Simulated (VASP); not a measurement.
Here is a VASP 6.6.1 calculation.

The input INCAR:

```
ALGO     = Normal         # electronic algorithm
EDIFF    = 1E-6           # SCF threshold, eV
ENCUT    = 500            # plane-wave cutoff, eV
GGA      = PE             # functional
GGA_COMPAT= F            
ISIF     = 2              # what is computed and relaxed
ISMEAR   = -1             # smearing method
ISPIN    = 2              # spin polarisation
LASPH    = T              # aspherical terms in the spheres
LCHARG   = T              # write CHGCAR
LELF     = T              # ELF
LORBIT   = 11             # projections on sites
LREAL    = F              # projectors in reciprocal space
LVHAR    = T            
LWAVE    = F              # write WAVECAR
MAGMOM   = 0.1667 0.1667 0.1667 0.1667 0.1667 0.1667 # initial moments
NBANDS   = 35             # bands
NELECT   = 45.0         
NELM     = 200            # most SCF steps
PREC     = Accurate       # precision mode
SIGMA    = 0.0431         # smearing width, eV
```

File KPOINTS:

```
k-points
0
Gamma
  6 6 4
```

The input POSCAR:

```
GeHBr
1.0
    4.1066080000      0.0000000000      0.0000000000
    0.0000000000      4.1066080000      0.0000000000
    0.0000000000      0.0000000000      6.6835860000
Ge H Br
2 2 2
Direct
    0.0000000000      0.5000000000      0.1750000000
    0.5000000000      0.0000000000      0.8250000000
    0.0000000000      0.0000000000      0.0000000000
    0.5000000000      0.5000000000      0.0000000000
    0.0000000000      0.5000000000      0.6700000000
    0.5000000000      0.0000000000      0.3300000000
```

Potentials or basis: VASP PAW PBE potentials, release 64 (Ge_d, H, Br).

Command:

```bash
$ cat potpaw_PBE.64/Ge_d/POTCAR potpaw_PBE.64/H/POTCAR potpaw_PBE.64/Br/POTCAR > POTCAR
$ mpirun -np 1 vasp_std > vasp.out
```

**Question.** Estimate the net moment.

**Answer.** 0.00 μB per cell.

**Question.** Estimate the largest force.

**Answer.** 1.151 eV/Å.

Forces on the atoms (eV/Å):
```
Ge   0.000  0.000 -1.151
Ge   0.000  0.000  1.151
H    0.000  0.000  0.000
H    0.000  0.000  0.000
Br   0.000  0.000 -0.357
Br   0.000  0.000  0.357
```

Caveat: the cell carries a net charge on a neutralising background, which shifts energy and pressure; forces of over 1 eV/Å act on the atoms, so gaps and moduli don't describe the material at rest.
